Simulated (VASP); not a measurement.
# Ag (P6_3/mmc) in VASP: a series of runs

Runs on Ag. Level: PBEsol. Tasks: relaxation of cell and atoms.

All numbers are computed with VASP 6.6.1; they aren't measurements. Logs are shortened: lines on timing, memory, paths and dates and some standing lists are left out, and cuts for length are marked.

### Step 1. The cell of the first run

The structure is hexagonal, space group P6_3/mmc (No. 194). Conventional cell: a = 2.590 Å, b = 2.590 Å, c = 4.235 Å, α = 90.00°, β = 90.00°, γ = 120.00°. Within 3.4 Å of Ag (site symmetry -6m2) lie 12 Ag at 2.59 Å.

This isn't the form of Ag at room conditions, which is fcc.

### Step 2. Relaxation of cell and atoms, PBEsol, target pressure 90 GPa, at which the enthalpy is minimised

Input file INCAR:

```
PREC = Accurate
ENCUT = 600
EDIFF = 1E-6
ISMEAR = 0
SIGMA = 0.1
LREAL = F
LASPH = T
NELM = 100
ALGO = Normal
ISIF = 3
LWAVE = F
LCHARG = F
GGA = PS
IBRION = 2
NSW = 70
EDIFFG = -0.008
PSTRESS = 900.0
```

Input file KPOINTS:

```
Automatic mesh
0
Gamma
  18 18 10
```

Input file POSCAR:

```
Ag
1.0
    2.5899452128      0.0000000000      0.0000000000
   -1.2949726064      2.2429583487      0.0000000000
    0.0000000000      0.0000000000      4.2346857876
Ag
2
Direct
    0.3333333333      0.6666666667      0.2500000000
    0.6666666667      0.3333333333      0.7500000000
```

Potentials or basis: VASP PAW PBE potentials, release 64 (Ag).

Launch:

```console
> cat potpaw_PBE.64/Ag/POTCAR > POTCAR
> mpirun -np 1 vasp_std > vasp.out
```

OUTCAR:

```text
PREC = Accurate
   ENCUT = 600
   EDIFF = 1E-6
   ISMEAR = 0
   LREAL = F
   LASPH = T
   NELM = 100
   ISIF = 3
   GGA = PS
   IBRION = 2
   NSW = 70
   EDIFFG = -0.008
   PSTRESS = 900.0

 ion  position               nearest neighbor table
   1  0.333  0.667  0.250-   2 2.59   2 2.59   2 2.59   2 2.59   2 2.59   2 2.59
   2  0.667  0.333  0.750-   1 2.59   1 2.59   1 2.59   1 2.59   1 2.59   1 2.59

  LATTYP: Found a hexagonal cell.
 ALAT       =     2.5899452128
 C/A-ratio  =     1.6350484044

  Lattice vectors:

 A1 = (   2.5899452128,   0.0000000000,   0.0000000000)
 A2 = (  -1.2949726064,   2.2429583487,   0.0000000000)
 A3 = (   0.0000000000,   0.0000000000,   4.2346857876)

Analysis of symmetry for initial positions (statically):
=====================================================================
 Subroutine PRICEL returns:
 Original cell was already a primitive cell.

 Routine SETGRP: Setting up the symmetry group for a
 hexagonal supercell.

 Subroutine GETGRP returns: Found 24 space group operations
 (whereof 12 operations were pure point group operations)
 out of a pool of 24 trial point group operations.

The static configuration has the point symmetry D_3d.
 The point group associated with its full space group is D_6h.

Analysis of symmetry for dynamics (positions and initial velocities):
=====================================================================
 Subroutine PRICEL returns:
 Original cell was already a primitive cell.

 Routine SETGRP: Setting up the symmetry group for a
 hexagonal supercell.

 Subroutine GETGRP returns: Found 24 space group operations
 (whereof 12 operations were pure point group operations)
 out of a pool of 24 trial point group operations.

The dynamic configuration has the point symmetry D_3d.
 The point group associated with its full space group is D_6h.

 Subroutine INISYM returns: Found 24 space group operations
 (whereof 12 operations are pure point group operations),
 and found     1 'primitive' translations

----------------------------------------------------------------------------------------

                                     Primitive cell

  volume of cell :      24.5999

  direct lattice vectors                    reciprocal lattice vectors
     2.589945213  0.000000000  0.000000000     0.386108554  0.222919877  0.000000000
    -1.294972606  2.242958349  0.000000000     0.000000000  0.445839755  0.000000000
     0.000000000  0.000000000  4.234685788     0.000000000  0.000000000  0.236145029

  length of vectors
     2.589945213  2.589945213  4.234685788     0.445839755  0.445839755  0.236145029

  position of ions in fractional coordinates (direct lattice)
     0.333333333  0.666666667  0.250000000
     0.666666667  0.333333333  0.750000000

  ion indices of the primitive-cell ions
   primitive index   ion index
                 1           1
                 2           2

----------------------------------------------------------------------------------------

 KPOINTS: Automatic mesh

Automatic generation of k-mesh.
 Grid dimensions read from file:
 generate k-points for:   18   18   10

 Generating k-lattice:

  Cartesian coordinates                     Fractional coordinates (reciprocal lattice)
     0.021450475  0.012384438  0.000000000     0.055555556 -0.000000000  0.000000000
     0.000000000  0.024768875  0.000000000     0.000000000  0.055555556  0.000000000
     0.000000000  0.000000000  0.023614503     0.000000000  0.000000000  0.100000000

  Length of vectors
     0.024768875  0.024768875  0.023614503

  Shift w.r.t. Gamma in fractional coordinates (k-lattice)
     0.000000000  0.000000000  0.000000000

 Subroutine IBZKPT returns following result:
 ===========================================

 Found    222 irreducible k-points:

 Following reciprocal coordinates:
            Coordinates               Weight
  0.000000  0.000000  0.000000      1.000000
  0.055556  0.000000  0.000000      6.000000
  0.111111  0.000000  0.000000      6.000000
  0.166667  0.000000  0.000000      6.000000
  0.222222  0.000000  0.000000      6.000000
  0.277778  0.000000  0.000000      6.000000
[... 16 lines left out ...]
  0.333333  0.111111  0.000000     12.000000
  0.388889  0.111111  0.000000     12.000000
 [... further k-points ...]
   k-points           NKPTS =    222   k-points in BZ     NKDIM =    222   number of bands    NBANDS=     15
   number of dos      NEDOS =    301   number of ions     NIONS =      2
   total plane-waves  NPLWV =  20736
   dimension x,y,z NGX =    24 NGY =   24 NGZ =   36
   dimension x,y,z NGXF=    48 NGYF=   48 NGZF=   72
   ions per type =               2
   NGX,Y,Z   is equivalent  to a cutoff of  15.41, 15.41, 14.13 a.u.
   NGXF,Y,Z  is equivalent  to a cutoff of  30.81, 30.81, 28.27 a.u.
 SYSTEM =  unknown system
   PREC   = accura    normal or accurate (medium, high low for compatibility)
   ISTART =      0    job   : 0-new  1-cont  2-samecut
   ICHARG =      2    charge: 1-file 2-atom 10-const
   ISPIN  =      1    spin polarized calculation?
   LNONCOLLINEAR =      F non collinear calculations
   LSORBIT =      F    spin-orbit coupling
   LASPH  =      T    aspherical Exc in radial PAW
   ENCUT  =  600.0 eV  44.10 Ry    6.64 a.u.   5.17  5.17  8.46*2*pi/ulx,y,z
   NELM   =    100;   NELMIN=  2; NELMDL= -5     # of ELM steps
   EDIFF  = 0.1E-05   stopping-criterion for ELM
   LREAL  =      F    real-space projection
   EDIFFG = -.8E-02   stopping-criterion for IOM
   NSW    =     70    number of steps for IOM
   IBRION =      2    ionic relax: 0-MD 1-quasi-New 2-CG
   NFREE  =      1    steps in history (QN), initial steepest desc. (CG)
   ISIF   =      3    stress and relaxation
   ISYM   =      2    0-nonsym 1-usesym 2-fastsym
   POTIM  = 0.5000    time-step for ionic-motion
   TEBEG  =    0.0;   TEEND  =   0.0 temperature during run
   PSTRESS=  900.0 pullay stress
   NELECT =      22.0000    total number of electrons
   NUPDOWN=      -1.0000    fix difference up-down
   EMIN   =  10.00;   EMAX   =-10.00  energy-range for DOS
   EFERMI =   0.00;   METHOD = LEGACY
   ISMEAR =     0;   SIGMA  =   0.10  broadening in eV -4-tet -1-fermi 0-gaus
   EFERMI_NEDOS =   21; number of points for ismear=-14 and -15
   IALGO  =     38    algorithm
   IMIX   =      4    mixing-type and parameters
     AMIX     =   0.40;   BMIX     =  1.00
     AMIX_MAG =   1.60;   BMIX_MAG =  1.00
  volume/ion in A,a.u.               =      12.30        83.00
  Fermi-wavevector in a.u.,A,eV,Ry     =   1.577265  2.980599 33.848106  2.487766
  Thomas-Fermi vector in A             =   2.677973
   LORBIT       =      0    0 simple, 1 ext, 2 COOP (PROOUT), +10 PAW based schemes
   GGA     = PS    functional components
   LHFCALC =     F    Hartree Fock is set to
   AEXX    =    0.0000 exact exchange contribution
   IVDW    =     0    specifies the selected vdW correction
   LEPSILON=     F    determine dielectric tensor
   LRPA    =     F    only Hartree local field effects (RPA)
 conjugate gradient relaxation of ions
 non-spin polarized calculation
 Gauss-broadening in eV      SIGMA  =   0.10
  energy-cutoff  :      600.00
  volume of cell :       24.60
 maximum number of plane-waves:       838
 NGX is ok and might be reduce to    24
   NGX = 11   NGY = 11   NGZ = 17

--------------------------------------- Ionic step        1  -------------------------------------------

 number of electron      22.0000002 magnetization

 Free energy of the ion-electron system (eV)
  ---------------------------------------------------
  ext. energy  EPLUGINS =         0.00000000
  ---------------------------------------------------
  free energy    TOTEN  =        -4.95965174 eV

  energy without entropy =       -4.95596415  energy(sigma->0) =       -4.95780795

------------------------ aborting loop because EDIFF is reached ----------------------------------------

  FORCE on cell =-STRESS in cart. coord.  units (eV):
  Direction    XX          YY          ZZ          XY          YZ          ZX
  --------------------------------------------------------------------------------------
  -------------------------------------------------------------------------------------
  Total       12.8192609     12.8192609     12.8739089      0.0000000     -0.0000000     -0.0000000
  in kB      834.9117835    834.9117835    838.4709824      0.0000000     -0.0000000     -0.0000000
  external PRESSURE =     -63.9018168 kB  Pullay stress =     900.0000000 kB
[... 289 lines left out ...]
  enthalpy is  TOTEN    =         8.8529231584 eV   P V=       13.6489145188

--------------------------------------- Ionic step        9  -------------------------------------------

 number of electron      22.0000005 magnetization

 Free energy of the ion-electron system (eV)
  ---------------------------------------------------
  ext. energy  EPLUGINS =         0.00000000
  ---------------------------------------------------
  free energy    TOTEN  =        -4.79794246 eV

  energy without entropy =       -4.79432862  energy(sigma->0) =       -4.79613554

 E-fermi :  14.0438     XC(G=0): -14.5503

 val. band max:       14.0326080430   @ k =   0.4444   0.0556   0.0000
 cond. band min:      14.0445185856   @ k =   0.2778   0.1111   0.4000
 fundamental gap:      0.0119105426
 Fermi energy:        14.0438150167

 k-point     1 :       0.0000    0.0000    0.0000
  band No.  band energies     occupation
      1       3.2554      2.00000
      2       4.8365      2.00000
      3       7.5320      2.00000
      4       7.6938      2.00000
      5       7.6938      2.00000
      6       8.1415      2.00000
      7       8.1415      2.00000
      8       8.7884      2.00000
      9       8.7884      2.00000
     10      10.5951      2.00000
     11      10.5951      2.00000
     12      12.4586      2.00000
     13      19.8661      0.00000
     14      30.0475      0.00000
     15      32.3137      0.00000
[... 397 lines left out ...]
 k-point    24 :       0.3889    0.1111    0.0000
  band No.  band energies     occupation
      1       5.1730      2.00000
      2       5.4823      2.00000
      3       5.7777      2.00000
      4       7.4647      2.00000
      5       8.0278      2.00000
      6       8.3168      2.00000
      7       8.4234      2.00000
      8      10.5700      2.00000
      9      10.8466      2.00000
     10      10.8758      2.00000
     11      13.8618      1.98994
     12      18.0153      0.00000
     13      22.6274      0.00000
     14      22.8482      0.00000
     15      24.8386      0.00000

 [... further k-points ...]
[... 5 lines left out ...]
  --------------------------------------------------------------------------------------
  -------------------------------------------------------------------------------------
  Total       13.6517228     13.6517228     13.6514769      0.0000000      0.0000000      0.0000000
  in kB      900.0566921    900.0566921    900.0404787      0.0000000      0.0000000      0.0000000
  external PRESSURE =       0.0512876 kB  Pullay stress =     900.0000000 kB
[... 17 lines left out ...]
  FREE ENERGIE OF THE ION-ELECTRON SYSTEM (eV)
  ---------------------------------------------------
  free  energy   TOTEN  =        -4.7979424624 eV

  energy  without entropy=       -4.7943286163  energy(sigma->0) =       -4.79613554

  enthalpy is  TOTEN    =         8.8529204745 eV   P V=       13.6508629369

 reached required accuracy - stopping structural energy minimisation
```

Run time: 4.6 min. Hardware: 1 thread of Intel Xeon Platinum 8375C at 2.90GHz (Ice Lake), shared host; peak memory 0.23 GiB.

Results:

- Free energy: -4.7979 eV
- Relaxed volume: 12.15 Å³/atom
- Relaxed cell: a = 2.579 Å, b = 2.579 Å, c = 4.220 Å, α = 90.00°, β = 90.00°, γ = 120.00°
- Space group after relaxing (to 0.1 Å): P6_3/mmc (No. 194)
- Energy change on relaxing (the run minimises the enthalpy): +80.9 meV/atom
- Ionic steps: 9
- Pressure after relaxing: 90.0 GPa
- Band gap on the k mesh: zero (bands 11 and 12 overlap by 9.23 eV)

The path:
```
step  energy change (eV)  largest force (eV/Å)  pressure (GPa)  volume (Å³)
   1              0.0000                0.0000           83.61        24.60
   2              1.1031                0.0000          126.29        22.89
   3              0.1573                0.0000           89.81        24.31
   4              0.1619                0.0000           89.99        24.30
   5              0.1653                0.0000           90.15        24.29
   6              0.1461                0.0000           89.36        24.33
   7              0.1593                0.0000           89.92        24.31
   8              0.1637                0.0000           90.09        24.30
   9              0.1617                0.0000           90.01        24.30
```

Final structure:
```
Ag
1.0
     2.57860    0.00000    0.00000
    -1.28930    2.23313    0.00000
     0.00000    0.00000    4.22018
Ag
2
Cartesian
  0.0000 1.4888 1.0550
  1.2893 0.7444 3.1651
```

Caveat: the cell is relaxed towards a set pressure, so the run minimises the enthalpy, not the energy; the PAW data sets were made with another functional, which shifts forces and pressure a little.

### Step 3. Relaxation of cell and atoms, PBEsol, target pressure 50 GPa, at which the enthalpy is minimised

This run uses another cell than the first one, of 13.37 Å³/atom.

Input file INCAR:

```
SYSTEM = Ag
PREC = Accurate
ENCUT = 600
EDIFF = 1E-7
ISMEAR = 0
SIGMA = 0.1
LREAL = .FALSE.
LASPH = .TRUE.
NELM = 60
ALGO = Normal
ISIF = 3
LWAVE = .FALSE.
LCHARG = .FALSE.
GGA = PS
IBRION = 2
NSW = 70
EDIFFG = -0.008
PSTRESS = 500.0
```

Input file KPOINTS:

```
Automatic mesh
0
G
  18 18 10
  0 0 0
```

Input file POSCAR:

```
Ag
1.0
    2.6627906011      0.0000000000      0.0000000000
   -1.3313953006      2.3060443055      0.0000000000
    0.0000000000      0.0000000000      4.3533879934
Ag
2
Direct
    0.3333333333      0.6666666667      0.2500000000
    0.6666666667      0.3333333333      0.7500000000
```

Potentials or basis: VASP PAW PBE potentials, release 64 (Ag).

Launch:

```console
> cat potpaw_PBE.64/Ag/POTCAR > POTCAR
> mpirun -np 1 vasp_std > vasp.out
```

OUTCAR:

```text
SYSTEM = Ag
   PREC = Accurate
   ENCUT = 600
   EDIFF = 1E-7
   ISMEAR = 0
   LREAL = .FALSE.
   LASPH = .TRUE.
   NELM = 60
   ISIF = 3
   GGA = PS
   IBRION = 2
   NSW = 70
   EDIFFG = -0.008
   PSTRESS = 500.0

 ion  position               nearest neighbor table
   1  0.333  0.667  0.250-   2 2.66   2 2.66   2 2.66   2 2.66   2 2.66   2 2.66
   2  0.667  0.333  0.750-   1 2.66   1 2.66   1 2.66   1 2.66   1 2.66   1 2.66

  LATTYP: Found a hexagonal cell.
 ALAT       =     2.6627906011
 C/A-ratio  =     1.6348968603

  Lattice vectors:

 A1 = (   2.6627906011,   0.0000000000,   0.0000000000)
 A2 = (  -1.3313953006,   2.3060443055,   0.0000000000)
 A3 = (   0.0000000000,   0.0000000000,   4.3533879934)

Analysis of symmetry for initial positions (statically):
=====================================================================
 Subroutine PRICEL returns:
 Original cell was already a primitive cell.
[... 264 lines left out ...]
 fundamental gap:      0.0290772370
 Fermi energy:        12.2217019280

 k-point     1 :       0.0000    0.0000    0.0000
  band No.  band energies     occupation
      1       2.3485      2.00000
      2       3.9415      2.00000
      3       6.3168      2.00000
      4       6.4562      2.00000
      5       6.4562      2.00000
      6       6.8376      2.00000
      7       6.8376      2.00000
      8       7.3858      2.00000
      9       7.3858      2.00000
     10       8.9439      2.00000
     11       8.9439      2.00000
     12      11.0069      2.00000
     13      17.3995      0.00000
     14      28.2828      0.00000
[... 401 lines left out ...]
      2       4.5552      2.00000
      3       4.7677      2.00000
      4       6.2571      2.00000
      5       6.7531      2.00000
      6       7.0243      2.00000
      7       7.0875      2.00000
      8       8.9220      2.00000
      9       9.1548      2.00000
     10       9.1793      2.00000
     11      11.9986      1.99840
     12      15.8658      0.00000
     13      20.2845      0.00000
     14      20.5204      0.00000
     15      22.5680      0.00000

 [... further k-points ...]
[... 5 lines left out ...]
  --------------------------------------------------------------------------------------
  -------------------------------------------------------------------------------------
  Total        8.2977177      8.2977177      8.3031082     -0.0000000     -0.0000000      0.0000000
  in kB      499.8283910    499.8283910    500.1530983     -0.0000000     -0.0000000      0.0000000
  external PRESSURE =      -0.0633733 kB  Pullay stress =     500.0000000 kB
[... 21 lines left out ...]
  energy  without entropy=       -5.7760084049  energy(sigma->0) =       -5.77802087

  enthalpy is  TOTEN    =         2.5205332719 eV   P V=        8.3005665984

 reached required accuracy - stopping structural energy minimisation
```

OSZICAR:

```text
N       E                     dE             d eps       ncg     rms          rms(c)
DAV:   1     0.137201389935E+03    0.13720E+03   -0.13503E+04  6660   0.171E+03
DAV:   2    -0.512377372704E+01   -0.14233E+03   -0.13749E+03  6863   0.336E+02
DAV:   3    -0.662342324748E+01   -0.14996E+01   -0.14978E+01  8102   0.415E+01
[... 22 lines left out ...]
DAV:   3    -0.578054042626E+01    0.32213E-02   -0.59766E-03  7976   0.913E-01    0.424E-01
DAV:   4    -0.578003058684E+01    0.50984E-03   -0.79357E-04  7416   0.260E-01    0.202E-02
DAV:   5    -0.578003059648E+01   -0.96325E-08   -0.19583E-05  8424   0.528E-02    0.856E-03
DAV:   6    -0.578003338223E+01   -0.27858E-05   -0.16918E-06  7535   0.119E-02    0.156E-03
DAV:   7    -0.578003332650E+01    0.55729E-07   -0.30463E-08  5255   0.213E-03
   3 F= 0.25205333E+01 E0= 0.25225457E+01  d E =-.766136E-03
```

CONTCAR:

```text
Ag
   1.00000000000000
     2.6583087337218223   -0.0000000000025856    0.0000000000000000
    -1.3291543669130661    2.3021628944944279    0.0000000000000000
     0.0000000000000000   -0.0000000000000000    4.3461713893104248
  Ag
     2
Direct
     0.3333333332999970    0.6666666667000030    0.2500000000000000
     0.6666666667000030    0.3333333332999970    0.7500000000000000

  0.00000000E+00  0.00000000E+00  0.00000000E+00
  0.00000000E+00  0.00000000E+00  0.00000000E+00
```

Wall time 2.2 min (1 thread of Intel Xeon Platinum 8375C at 2.90GHz (Ice Lake), shared host); peak memory 0.24 GiB.

What came out:

```yaml
Free_energy: -5.7800 eV
Relaxed_volume: 13.30 Å³/atom
Relaxed_cell: a = 2.658 Å, b = 2.658 Å, c = 4.346 Å, α = 90.00°, β = 90.00°, γ = 120.00°
Space_group_after_relaxing_to_0.1_Å: P6_3/mmc (No. 194)
Energy_change_on_relaxing_the_run_minimises_the_enthalpy: +20.5 meV/atom
Ionic_steps: 3
Pressure_after_relaxing: 50.0 GPa
Band_gap_on_the_k_mesh: zero (bands 11 and 12 overlap by 8.64 eV)
```

The path:
```csv
step,energy change (eV),largest force (eV/Å),pressure (GPa),volume (Å³)
1,0.0000,0.0000,48.20,26.73
2,0.1880,0.0000,56.31,26.15
3,0.0411,0.0000,49.99,26.60
```

Final structure:
```yaml
crystal:
  lattice:
    - [2.65831, 0.00000, 0.00000]
    - [-1.32915, 2.30216, 0.00000]
    - [0.00000, 0.00000, 4.34617]
  atoms:
    - { symbol: Ag, position: [0.33333, 0.66667, 0.25000] }
    - { symbol: Ag, position: [0.66667, 0.33333, 0.75000] }
```

Levels at points of the mesh, in eV from the Fermi level:
```csv
k point,band 9,band 10,band 11,band 12,band 13,band 14
"(0.00, 0.00, 0.00)",-4.84,-3.28,-3.28,-1.21,5.18,16.06
"(0.50, 0.00, 0.00)",-2.96,-2.83,0.13,2.25,8.14,8.35
"(0.00, 0.00, 0.50)",-3.75,-3.75,-3.75,-3.75,13.06,13.06
"(0.50, 0.00, 0.50)",-2.91,-2.91,0.43,0.43,6.26,6.26
```

Caveat: the cell is relaxed towards a set pressure, so the run minimises the enthalpy, not the energy; the PAW data sets were made with another functional, which shifts forces and pressure a little.
